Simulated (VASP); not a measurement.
A run of VASP 6.6.1 is set up as follows.

Contents of INCAR:

```
  PREC = Accurate
  ENCUT = 520
  EDIFF = 1E-6
  ISMEAR = 0
  SIGMA = 0.15
  LREAL = False
  LASPH = True
  NELM = 80
  ALGO = Normal
  ISIF = 2
  LWAVE = False
  LCHARG = False
  GGA = PS
  NBANDS = 13
```

Contents of KPOINTS:

```
regular mesh
0
Gamma
  16 16 16
```

Contents of POSCAR:

```
AlCo
1.0
    2.9039853063      0.0000000000      0.0000000000
    0.0000000000      2.9039853063      0.0000000000
    0.0000000000      0.0000000000      2.8194032100
Al Co
1 1
Direct
    0.0000000000      0.0000000000      0.0000000000
    0.5000000000      0.5000000000      0.5000000000
```

Potentials or basis: VASP PAW PBE potentials, release 64 (Al, Co).

Command:

```sh
$ cat potpaw_PBE.64/Al/POTCAR potpaw_PBE.64/Co/POTCAR > POTCAR
$ mpirun -np 1 vasp_std > vasp.out
```

Question: Predict the pressure.

Answer: -9.3 GPa.

Question: What does it give for the band gap on the k mesh?

Answer: Zero (bands 6 and 7 overlap by 2.64 eV).

Stress tensor (GPa, compression positive):
```
-10.93   0.00   0.00
  0.00 -10.93   0.00
  0.00   0.00  -6.05
```

Caveat: the cell differs from its parent crystal (strain +0.030 along x and y, +0.000 along z); the cell stands under tension; the PAW data sets were made with another functional, which shifts forces and pressure a little; the run has no spin polarisation, though such a crystal can be magnetic. Spin polarisation is off, so any magnetic state and its effect on volume and gap are missing.
